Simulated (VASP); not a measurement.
Hf, 1 atom in the cell. The typed cell holds 1 atom: a = 3.078 Å, b = 3.058 Å, c = 3.476 Å, α = 55.73°, β = 55.49°, γ = 61.24°. 

* Program: VASP 6.6.1
* Task: single point
* Functional: PBE
* Potentials or basis: VASP PAW PBE potentials, release 64 (Hf_pv)
* Cutoff: 520 eV
* k mesh: 11 × 11 × 10
* Occupations: fermi-dirac, width 0.05 eV
* Spin: no spin polarisation
* Dipole correction: no
* Further INCAR settings: ALGO = Fast; EDIFF = 1e-06; NBANDS = 11

Potentials or basis: VASP PAW PBE potentials, release 64 (Hf_pv).

Launch:

```console
$ cat potpaw_PBE.64/Hf_pv/POTCAR > POTCAR
$ mpirun -np 1 vasp_std > vasp.out
```

Hardware: 1 thread of Intel(R) Xeon(R) Platinum 8375C CPU @ 2.90GHz (Ice Lake) (shared host).

Task: Estimate the wall time of this run.

Result: Run time: 82 s on 1 thread of Intel(R) Xeon(R) Platinum 8375C CPU @ 2.90GHz (Ice Lake) (shared host), peak memory 0.26 GiB. Counts: scf iterations 12, k points 606.
